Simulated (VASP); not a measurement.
# SnSe2 (P-3m1) in VASP: notebook, part 2 of 3

VASP 6.6.1. Earlier steps stand in the parts before.

## 3. Single point, PBE0

Contents of POSCAR:

```
SnSe2
1.0
    3.8110000000      0.0000000000      0.0000000000
   -1.9055000000      3.3004228138      0.0000000000
    0.0000000000      0.0000000000      6.1360000000
Sn Se
1 2
Direct
    0.0000000000      0.0000000000      0.0000000000
    0.6666666667      0.3333333333      0.7510000000
    0.3333333333      0.6666666667      0.2490000000
```

Contents of INCAR.step1:

```
PREC = Accurate ; ENCUT = 400
EDIFF = 1E-5 ; ISMEAR = -1
SIGMA = 0.05 ; LREAL = F
LASPH = T ; NELM = 120
ALGO = Normal ; ISIF = 2
LWAVE = T ; LCHARG = F
NBANDS = 20 ; GGA = PE
GGA_COMPAT = F ; KPAR = 4
```

Contents of INCAR.step2:

```
PREC = Accurate ; ENCUT = 400
EDIFF = 1E-6 ; ISMEAR = -1
SIGMA = 0.05 ; LREAL = F
LASPH = T ; NELM = 120
ALGO = Normal ; ISIF = 2
LWAVE = F ; LCHARG = F
GGA = PE ; LHFCALC = T
AEXX = 0.25 ; PRECFOCK = Normal
NBANDS = 20 ; ISTART = 1
GGA_COMPAT = F ; KPAR = 4
```

Contents of KPOINTS:

```
Automatic mesh
0
Gamma
  6 6 4
```

Potentials or basis: VASP PAW PBE potentials, release 64 (Sn_d, Se).

On the command line:

```bash
$ cat potpaw_PBE.64/Sn_d/POTCAR potpaw_PBE.64/Se/POTCAR > POTCAR
$ cp INCAR.step1 INCAR
$ mpirun -np 4 vasp_std > vasp.out
$ cp INCAR.step2 INCAR
$ mpirun -np 4 vasp_std > vasp.out
```

OUTCAR:

```text
PREC = Accurate
   ENCUT = 400
   EDIFF = 1E-6
   ISMEAR = -1
   LREAL = F
   LASPH = T
   NELM = 120
   ISIF = 2
   GGA = PE
   LHFCALC = T
   AEXX = 0.25
   PRECFOCK = Normal
   ISTART = 1

 ion  position               nearest neighbor table
   1  0.000  0.000  0.000-   2 2.68   3 2.68   3 2.68   2 2.68   2 2.68   3 2.68
   2  0.667  0.333  0.751-   1 2.68   1 2.68   1 2.68
   3  0.333  0.667  0.249-   1 2.68   1 2.68   1 2.68

  LATTYP: Found a hexagonal cell.
 ALAT       =     3.8110000000
 C/A-ratio  =     1.6100760955

  Lattice vectors:

 A1 = (   3.8110000000,   0.0000000000,   0.0000000000)
 A2 = (  -1.9055000000,   3.3004228138,   0.0000000000)
 A3 = (   0.0000000000,   0.0000000000,   6.1360000000)

Analysis of symmetry for initial positions (statically):
=====================================================================
 Subroutine PRICEL returns:
 Original cell was already a primitive cell.

 Routine SETGRP: Setting up the symmetry group for a
 hexagonal supercell.

 Subroutine GETGRP returns: Found 12 space group operations
 (whereof 12 operations were pure point group operations)
 out of a pool of 24 trial point group operations.

The static configuration has the point symmetry D_3d.

Analysis of symmetry for dynamics (positions and initial velocities):
=====================================================================
 Subroutine PRICEL returns:
 Original cell was already a primitive cell.

 Routine SETGRP: Setting up the symmetry group for a
 hexagonal supercell.

 Subroutine GETGRP returns: Found 12 space group operations
[... 121 lines left out ...]
   IALGO  =     38    algorithm
   IMIX   =      1    mixing-type and parameters
     AMIX     =   0.40;   BMIX     =  1.00
     AMIX_MAG =   1.60;   BMIX_MAG =  1.00
  volume/ion in A,a.u.               =      25.73       173.61
  Fermi-wavevector in a.u.,A,eV,Ry     =   1.139116  2.152617 17.654722  1.297585
  Thomas-Fermi vector in A             =   2.275820
   LORBIT       =      0    0 simple, 1 ext, 2 COOP (PROOUT), +10 PAW based schemes
   GGA     = PE    functional components
   LHFCALC =     T    Hartree Fock is set to
   PRECFOCK=normal    Normal, Fast or Accurate (Low or Medium for compatibility)
   ENCUT4O =  -1.0   cutoff for four orbital integrals eV
   NKREDX  =     1    reduce k-point grid by
   NKREDY  =     1    reduce k-point grid by
   NKREDZ  =     1    reduce k-point grid by
   AEXX    =    0.2500 exact exchange contribution
   HFSCREEN=    0.0000 screening length (either q_TF or 0.3 A-1)
   HFSCREENC=   0.0000 screening length for correlation (either q_TF or 0.3 A-1)
   ENCUTFOCK=  -1.0 apply spherical cutoff to Coloumb kernel
   IVDW    =     0    specifies the selected vdW correction
   LEPSILON=     F    determine dielectric tensor
   LRPA    =     F    only Hartree local field effects (RPA)
 non-spin polarized calculation
  energy-cutoff  :      400.00
  volume of cell :       77.18
 maximum number of plane-waves:      1422
 NGX is ok and might be reduce to    28
  NGX = 20; NGY = 20; NGZ = 32

 number of electron      26.0000016 magnetization

 Free energy of the ion-electron system (eV)
  ---------------------------------------------------
  ext. energy  EPLUGINS =         0.00000000
  ---------------------------------------------------
  free energy    TOTEN  =       -16.05197913 eV

  energy without entropy =      -16.05197913  energy(sigma->0) =      -16.05197913

 E-fermi :   4.2839     XC(G=0):  -7.4745

 val. band max:        3.2297358486   @ k =   0.0000   0.0000   0.0000
 cond. band min:       5.4466136924   @ k =   0.5000   0.0000   0.2500
 fundamental gap:      2.2168778438
 Fermi energy:         4.2839196690

 k-point     1 :       0.0000    0.0000    0.0000
  band No.  band energies     occupation
      1     -20.1146      2.00000
      2     -20.1146      2.00000
      3     -20.0566      2.00000
      4     -20.0415      2.00000
      5     -20.0415      2.00000
      6     -12.1315      2.00000
[... 541 lines left out ...]
     19      14.0494      0.00000
     20      14.1197      0.00000

------------------------ aborting loop because EDIFF is reached ----------------------------------------

  FORCE on cell =-STRESS in cart. coord.  units (eV):
  Direction    XX          YY          ZZ          XY          YZ          ZX
  --------------------------------------------------------------------------------------
  -------------------------------------------------------------------------------------
  Total        0.9342352      0.9342352      1.6523575     -0.0000000      0.0000000      0.0000000
  in kB       19.3942474     19.3942474     34.3021006     -0.0000000      0.0000000      0.0000000
  external PRESSURE =      24.3635318 kB  Pullay stress =       0.0000000 kB

 VOLUME and BASIS-vectors are now :
 -----------------------------------------------------------------------------
  energy-cutoff  :      400.00
  volume of cell :       77.18
      direct lattice vectors                 reciprocal lattice vectors
     3.811000000  0.000000000  0.000000000     0.262398321  0.151495741  0.000000000
    -1.905500000  3.300422814  0.000000000     0.000000000  0.302991482  0.000000000
     0.000000000  0.000000000  6.136000000     0.000000000  0.000000000  0.162972621

 POSITION                                       TOTAL-FORCE (eV/Angst)
 -----------------------------------------------------------------------------------
      0.00000      0.00000      0.00000         0.000000      0.000000      0.000000
      1.90550      1.10014      4.60814        -0.000000      0.000000     -0.300614
     -0.00000      2.20028      1.52786         0.000000     -0.000000      0.300614
 -----------------------------------------------------------------------------------
    total drift:                               -0.000000     -0.000000      0.000001

  FREE ENERGIE OF THE ION-ELECTRON SYSTEM (eV)
  ---------------------------------------------------
  free  energy   TOTEN  =       -16.0519791297 eV

  energy  without entropy=      -16.0519791296  energy(sigma->0) =      -16.05197913
```

OUTCAR.step1:

```text
PREC = Accurate
   ENCUT = 400
   EDIFF = 1E-5
   ISMEAR = -1
   LREAL = F
   LASPH = T
[... 774 lines left out ...]
      0.00000      0.00000      0.00000        -0.000000      0.000000      0.000000
      1.90550      1.10014      4.60814        -0.000000      0.000000     -0.795950
     -0.00000      2.20028      1.52786         0.000000     -0.000000      0.795950
 -----------------------------------------------------------------------------------
    total drift:                                0.000000      0.000000      0.000000

  FREE ENERGIE OF THE ION-ELECTRON SYSTEM (eV)
  ---------------------------------------------------
  free  energy   TOTEN  =       -11.7371717605 eV

  energy  without entropy=      -11.7371460631  energy(sigma->0) =      -11.73715891
```

Run time: 20 min. Hardware: 4 MPI ranks of Intel Xeon Platinum 8259CL at 2.50GHz (Skylake/Cascade Lake), shared host; peak memory 0.2 GiB.

What came out:

| Quantity | Value |
| --- | --- |
| Free energy | -16.0520 eV |
| Pressure | 2.4 GPa |
| Largest force | 0.301 eV/Å |
| Band gap on the k mesh | 2.22 eV (least direct gap 2.56 eV) |

Forces on the atoms (eV/Å):
```
Sn   0.000  0.000  0.000
Se   0.000  0.000 -0.301
Se   0.000  0.000  0.301
```

Stress tensor (GPa, compression positive):
```
1.94 0.00 0.00
0.00 1.94 0.00
0.00 0.00 3.43
```

Levels at points of the mesh, in eV from the valence-band top:
| k point | band 9 | band 10 | band 11 | band 12 | band 13 | band 14 | band 15 | band 16 | band 17 | band 18 |
| --- | --- | --- | --- | --- | --- | --- | --- | --- | --- | --- |
| (0.00, 0.00, 0.00) | -0.72 | -0.72 | -0.35 | -0.35 | 0.00 | 2.56 | 4.50 | 6.35 | 6.35 | 9.88 |
| (0.50, 0.00, 0.00) | -4.90 | -3.19 | -2.90 | -1.23 | -0.27 | 2.54 | 5.40 | 7.04 | 7.25 | 9.20 |
| (0.00, 0.00, 0.50) | -2.26 | -0.83 | -0.83 | -0.19 | -0.19 | 3.99 | 4.48 | 6.05 | 6.05 | 9.97 |
| (0.50, 0.00, 0.50) | -5.40 | -2.72 | -2.15 | -0.88 | -0.70 | 2.26 | 5.86 | 6.50 | 7.45 | 8.23 |

Caveat: the PAW data sets were made with another functional, which shifts forces and pressure a little; spin-orbit coupling is left out, which moves the levels of the heavy elements; this functional lacks dispersion, which binds the layers, so the pressure and a relaxed spacing across them are unreliable.

## 4. Single point, PBE-based screened hybrid with 10 % exact exchange

POSCAR is that of step 3.

Contents of INCAR.step1:

```
ALGO     = Normal         # electronic algorithm
EDIFF    = 1E-5           # SCF threshold, eV
ENCUT    = 400            # plane-wave cutoff, eV
GGA      = PE             # functional
GGA_COMPAT= F            
ISIF     = 2              # what is computed and relaxed
ISMEAR   = -1             # smearing method
LASPH    = T              # aspherical terms in the spheres
LCHARG   = F              # write CHGCAR
LREAL    = F              # projectors in reciprocal space
LWAVE    = T              # write WAVECAR
NBANDS   = 20             # bands
NELM     = 120            # most SCF steps
PREC     = Accurate       # precision mode
SIGMA    = 0.05           # smearing width, eV
```

Contents of INCAR.step2:

```
AEXX     = 0.1            # exact-exchange fraction
ALGO     = Normal         # electronic algorithm
EDIFF    = 1E-6           # SCF threshold, eV
ENCUT    = 400            # plane-wave cutoff, eV
GGA      = PE             # functional
GGA_COMPAT= F            
HFSCREEN = 0.2078699      # screening, 1/A
ISIF     = 2              # what is computed and relaxed
ISMEAR   = -1             # smearing method
ISTART   = 1            
LASPH    = T              # aspherical terms in the spheres
LCHARG   = F              # write CHGCAR
LHFCALC  = T              # exact exchange
LREAL    = F              # projectors in reciprocal space
LWAVE    = F              # write WAVECAR
NBANDS   = 20             # bands
NELM     = 120            # most SCF steps
PREC     = Accurate       # precision mode
PRECFOCK = Normal       
SIGMA    = 0.05           # smearing width, eV
```

Contents of KPOINTS:

```
k-points
0
Gamma
  5 5 3
```

Potentials or basis: VASP PAW PBE potentials, release 64 (Sn_d, Se).

On the command line:

```bash
$ cat potpaw_PBE.64/Sn_d/POTCAR potpaw_PBE.64/Se/POTCAR > POTCAR
$ cp INCAR.step1 INCAR
$ mpirun -np 1 vasp_std > vasp.out
$ cp INCAR.step2 INCAR
$ mpirun -np 1 vasp_std > vasp.out
```

OUTCAR:

```text
AEXX = 0.1
   EDIFF = 1E-6
   ENCUT = 400
   GGA = PE
   HFSCREEN = 0.2078699
   ISIF = 2
   ISMEAR = -1
   ISTART = 1
   LASPH = T
   LHFCALC = T
   LREAL = F
   NELM = 120
   PREC = Accurate
   PRECFOCK = Normal

 ion  position               nearest neighbor table
   1  0.000  0.000  0.000-   2 2.68   3 2.68   3 2.68   2 2.68   2 2.68   3 2.68
   2  0.667  0.333  0.751-   1 2.68   1 2.68   1 2.68
   3  0.333  0.667  0.249-   1 2.68   1 2.68   1 2.68

  LATTYP: Found a hexagonal cell.
 ALAT       =     3.8110000000
 C/A-ratio  =     1.6100760955

  Lattice vectors:

 A1 = (   3.8110000000,   0.0000000000,   0.0000000000)
 A2 = (  -1.9055000000,   3.3004228138,   0.0000000000)
 A3 = (   0.0000000000,   0.0000000000,   6.1360000000)

Analysis of symmetry for initial positions (statically):
=====================================================================
 Subroutine PRICEL returns:
 Original cell was already a primitive cell.

 Routine SETGRP: Setting up the symmetry group for a
 hexagonal supercell.

 Subroutine GETGRP returns: Found 12 space group operations
 (whereof 12 operations were pure point group operations)
 out of a pool of 24 trial point group operations.

The static configuration has the point symmetry D_3d.

Analysis of symmetry for dynamics (positions and initial velocities):
=====================================================================
 Subroutine PRICEL returns:
 Original cell was already a primitive cell.

 Routine SETGRP: Setting up the symmetry group for a
 hexagonal supercell.

 Subroutine GETGRP returns: Found 12 space group operations
 (whereof 12 operations were pure point group operations)
[... 111 lines left out ...]
     AMIX_MAG =   1.60;   BMIX_MAG =  1.00
  volume/ion in A,a.u.               =      25.73       173.61
  Fermi-wavevector in a.u.,A,eV,Ry     =   1.139116  2.152617 17.654722  1.297585
  Thomas-Fermi vector in A             =   2.275820
   LORBIT       =      0    0 simple, 1 ext, 2 COOP (PROOUT), +10 PAW based schemes
   GGA     = PE    functional components
   LHFCALC =     T    Hartree Fock is set to
   PRECFOCK=normal    Normal, Fast or Accurate (Low or Medium for compatibility)
   ENCUT4O =  -1.0   cutoff for four orbital integrals eV
   NKREDX  =     1    reduce k-point grid by
   NKREDY  =     1    reduce k-point grid by
   NKREDZ  =     1    reduce k-point grid by
   AEXX    =    0.1000 exact exchange contribution
   HFSCREEN=    0.2079 screening length (either q_TF or 0.3 A-1)
   HFSCREENC=   0.2079 screening length for correlation (either q_TF or 0.3 A-1)
   ENCUTFOCK=  -1.0 apply spherical cutoff to Coloumb kernel
   IVDW    =     0    specifies the selected vdW correction
   LEPSILON=     F    determine dielectric tensor
   LRPA    =     F    only Hartree local field effects (RPA)
 non-spin polarized calculation
  energy-cutoff  :      400.00
  volume of cell :       77.18
 maximum number of plane-waves:      1418
 NGX is ok and might be reduce to    28
  NGX = 20; NGY = 20; NGZ = 32

 number of electron      26.0000016 magnetization

 Free energy of the ion-electron system (eV)
  ---------------------------------------------------
  ext. energy  EPLUGINS =         0.00000000
  ---------------------------------------------------
  free energy    TOTEN  =       -12.80260974 eV

  energy without entropy =      -12.80260652  energy(sigma->0) =      -12.80260813

 E-fermi :   4.4697     XC(G=0):  -8.8121

 val. band max:        3.9472701427   @ k =   0.0000   0.0000   0.0000
 cond. band min:       5.0214430137   @ k =   0.0000   0.4000   0.3333
 fundamental gap:      1.0741728710
 Fermi energy:         4.4697327562

 k-point     1 :       0.0000    0.0000    0.0000
  band No.  band energies     occupation
      1     -18.1341      2.00000
      2     -18.1341      2.00000
      3     -18.0900      2.00000
      4     -18.0741      2.00000
      5     -18.0741      2.00000
      6     -10.5704      2.00000
[... 265 lines left out ...]
     19      13.2034      0.00000
     20      14.4499      0.00000

------------------------ aborting loop because EDIFF is reached ----------------------------------------

  FORCE on cell =-STRESS in cart. coord.  units (eV):
  Direction    XX          YY          ZZ          XY          YZ          ZX
  --------------------------------------------------------------------------------------
  -------------------------------------------------------------------------------------
  Total        1.9604918      1.9604918      2.5536594     -0.0000000     -0.0000000     -0.0000000
  in kB       40.6988117     40.6988117     53.0126695     -0.0000000     -0.0000000     -0.0000000
  external PRESSURE =      44.8034310 kB  Pullay stress =       0.0000000 kB

 VOLUME and BASIS-vectors are now :
 -----------------------------------------------------------------------------
  energy-cutoff  :      400.00
  volume of cell :       77.18
      direct lattice vectors                 reciprocal lattice vectors
     3.811000000  0.000000000  0.000000000     0.262398321  0.151495741  0.000000000
    -1.905500000  3.300422814  0.000000000     0.000000000  0.302991482  0.000000000
     0.000000000  0.000000000  6.136000000     0.000000000  0.000000000  0.162972621

 POSITION                                       TOTAL-FORCE (eV/Angst)
 -----------------------------------------------------------------------------------
      0.00000      0.00000      0.00000         0.000000      0.000000      0.000000
      1.90550      1.10014      4.60814         0.000000     -0.000000     -0.570880
     -0.00000      2.20028      1.52786        -0.000000      0.000000      0.570880
 -----------------------------------------------------------------------------------
    total drift:                               -0.000002      0.000000      0.000001

  FREE ENERGIE OF THE ION-ELECTRON SYSTEM (eV)
  ---------------------------------------------------
  free  energy   TOTEN  =       -12.8026097386 eV

  energy  without entropy=      -12.8026065174  energy(sigma->0) =      -12.80260813
```

OSZICAR.step1:

```text
N       E                     dE             d eps       ncg     rms          rms(c)
DAV:   1     0.195857558324E+03    0.19586E+03   -0.10627E+04   488   0.124E+03
DAV:   2     0.990953321838E+01   -0.18595E+03   -0.17879E+03   524   0.363E+02
DAV:   3    -0.112676533680E+02   -0.21177E+02   -0.20593E+02   572   0.108E+02
DAV:   4    -0.119776847336E+02   -0.71003E+00   -0.70886E+00   588   0.220E+01
DAV:   5    -0.119930694649E+02   -0.15385E-01   -0.15383E-01   652   0.319E+00    0.524E+00
DAV:   6    -0.117322198288E+02    0.26085E+00   -0.49505E-01   720   0.752E+00    0.339E+00
DAV:   7    -0.117110812909E+02    0.21139E-01   -0.17415E-01   592   0.266E+00    0.103E+00
DAV:   8    -0.117109120491E+02    0.16924E-03   -0.13485E-02   632   0.117E+00    0.297E-01
DAV:   9    -0.117114555370E+02   -0.54349E-03   -0.15824E-03   568   0.293E-01    0.897E-02
DAV:  10    -0.117114633782E+02   -0.78413E-05   -0.11326E-04   596   0.720E-02    0.351E-02
DAV:  11    -0.117114979586E+02   -0.34580E-04   -0.45770E-05   548   0.373E-02    0.726E-03
DAV:  12    -0.117114985208E+02   -0.56220E-06   -0.20121E-06   356   0.110E-02
   1 F= -.11711499E+02 E0= -.11711479E+02  d E =-.394937E-04
```

Wall time 35 min (1 thread of Intel Xeon 8259CL, shared host); peak memory 0.29 GiB.

Results:

| Item | Value |
| --- | --- |
| Free energy | -12.8026 eV |
| Pressure | 4.5 GPa |
| Largest force | 0.571 eV/Å |
| Band gap on the k mesh | 1.07 eV (least direct gap 1.40 eV) |

Forces on the atoms (eV/Å):
```
Sn   0.000  0.000  0.000
Se   0.000  0.000 -0.571
Se   0.000  0.000  0.571
```

Caveat: the cell stands under pressure; the PAW data sets were made with another functional, which shifts forces and pressure a little; spin-orbit coupling is left out, which moves the levels of the heavy elements; an odd mesh through Γ misses points on the zone boundary, where band edges can lie.

(Part 2 of 3 ends here.)
